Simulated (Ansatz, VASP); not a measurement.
## GaN: VASP beside Ansatz

File POSCAR:

```
GaN
1.0
    0.0000000000      1.9564311195      2.5433604553
    1.9564311195      0.0000000000      2.5433604553
    1.9564311195      1.9564311195      0.0000000000
Ga N
1 1
Direct
    0.0000000000      0.0000000000      0.0000000000
    0.5000000000      0.5000000000      0.5000000000
```

INCAR.step1

```
ALGO = Normal
EDIFF = 1E-4
ENCUT = 520
GGA = PE
ISMEAR = 0
LASPH = T
LCHARG = F
LREAL = F
LWAVE = T
NBANDS = 16
NELM = 100
PREC = Accurate
SIGMA = 0.05
```

The input INCAR.step2:

```
ALGO = Normal
EDIFF = 1E-7
ENCUT = 520
ISIF = 2
ISMEAR = 0
ISTART = 1
LASPH = T
LCHARG = F
LMIXTAU = T
LREAL = F
LWAVE = F
METAGGA = R2SCAN
NBANDS = 16
NELM = 100
PREC = Accurate
SIGMA = 0.05
```

KPOINTS

```
k-points
0
Gamma
  12 12 12
```

Input for Ansatz:

```yaml
crystal:
  lattice:
    - [0.0, 1.9564311195, 2.5433604553]
    - [1.9564311195, 0.0, 2.5433604553]
    - [1.9564311195, 1.9564311195, 0.0]
  atoms:
    - { symbol: Ga, position: [0.0, 0.0, 0.0] }
    - { symbol: "N", position: [0.5, 0.5, 0.5] }
basis:
  ecutwfc: 500
kpoints:
  mp_grid: { grid: [12, 12, 12] }
hamiltonian:
  xc: r2scan
scf:
  occupations: { method: gaussian, width: 0.05 }
output:
  forces: true
  stress: true
  eigenvalues: true
```

Alike in both runs: task single point; functional r2SCAN; k mesh 12 × 12 × 12; occupations gaussian, width 0.05 eV; no spin polarisation.

```csv
,VASP,Ansatz
version,VASP 6.6.1,Ansatz 0.2.0
potentials or method,"VASP PAW PBE potentials, release 64 (Ga_d, N), cutoff 520 eV","scalar-relativistic, plane waves, PAW"
valence electrons in the cell,18,18
```

Ansatz gave:

- gap on the k mesh at the Fermi level (eV): 0.44
- least direct gap on the mesh (eV): 2.69
- pressure (GPa): 14.8
- traceless stress, the component that is largest in VASP (GPa): -25.92

Question: Estimate VASP's values.

Answer: gap on the k mesh at the Fermi level (eV): 0.40; least direct gap on the mesh (eV): 2.68; pressure (GPa): 16.5; traceless stress, the component that is largest in VASP (GPa): -27.34.

VASP's potentials were made for PBE, not for r2SCAN.
